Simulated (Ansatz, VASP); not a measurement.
**Ir: VASP beside Ansatz**

Contents of POSCAR:

```
Ir
1.0
    0.0000000000      2.2161317680      1.4404856492
    2.2161317680      0.0000000000      1.4404856492
    2.2161317680      2.2161317680      0.0000000000
Ir
1
Direct
    0.0000000000      0.0000000000      0.0000000000
```

File INCAR.step1:

```
SYSTEM = Ir
PREC = Accurate
ENCUT = 620
ISMEAR = 0
SIGMA = 0.15
LREAL = .FALSE.
LASPH = .TRUE.
NELM = 120
NBANDS = 14
GGA = PE
ALGO = Normal
EDIFF = 1E-5
LWAVE = .TRUE.
LCHARG = .FALSE.
GGA_COMPAT = .FALSE.
```

File INCAR.step2:

```
SYSTEM = Ir
PREC = Accurate
ENCUT = 620
EDIFF = 1E-6
ISMEAR = 0
SIGMA = 0.15
LREAL = .FALSE.
LASPH = .TRUE.
NELM = 120
ALGO = Normal
ISIF = 2
LWAVE = .FALSE.
LCHARG = .FALSE.
METAGGA = R2SCAN
LMIXTAU = .TRUE.
NBANDS = 14
ISTART = 1
GGA_COMPAT = .FALSE.
```

File KPOINTS:

```
regular mesh
0
G
  24 24 24
  0 0 0
```

Input for Ansatz:

```yaml
crystal:
  lattice:
    - [0.0, 2.216131768, 1.4404856492]
    - [2.216131768, 0.0, 1.4404856492]
    - [2.216131768, 2.216131768, 0.0]
  atoms:
    - { symbol: Ir, position: [0.0, 0.0, 0.0] }
basis:
  ecutwfc: 500
kpoints:
  mp_grid: { grid: [24, 24, 24] }
hamiltonian:
  xc: r2scan
scf:
  occupations: { method: gaussian, width: 0.15 }
output:
  forces: true
  stress: true
  eigenvalues: true
```

Alike in both runs: task single point; functional r2SCAN; k mesh 24 × 24 × 24; occupations gaussian, width 0.15 eV; no spin polarisation.

|  | VASP | Ansatz |
| --- | --- | --- |
| version | VASP 6.6.1 | Ansatz 0.2.0 |
| potentials or method | VASP PAW PBE potentials, release 64 (Ir_sv_GW), cutoff 620 eV | scalar-relativistic, plane waves, PAW |
| valence electrons in the cell | 17 | 17 |

```tsv
	VASP	Ansatz	Ansatz less VASP
gap on the k mesh at the Fermi level (eV)	none	none	-
pressure (GPa)	11.7	12.6	+0.89
traceless stress, the component that is largest in VASP (GPa)	-26.69	-26.69	+0.005
```

VASP's potentials were made for PBE, not for r2SCAN. A gap of «none» marks a metal or a gap that the smearing closes.

Spin-orbit coupling is off throughout.
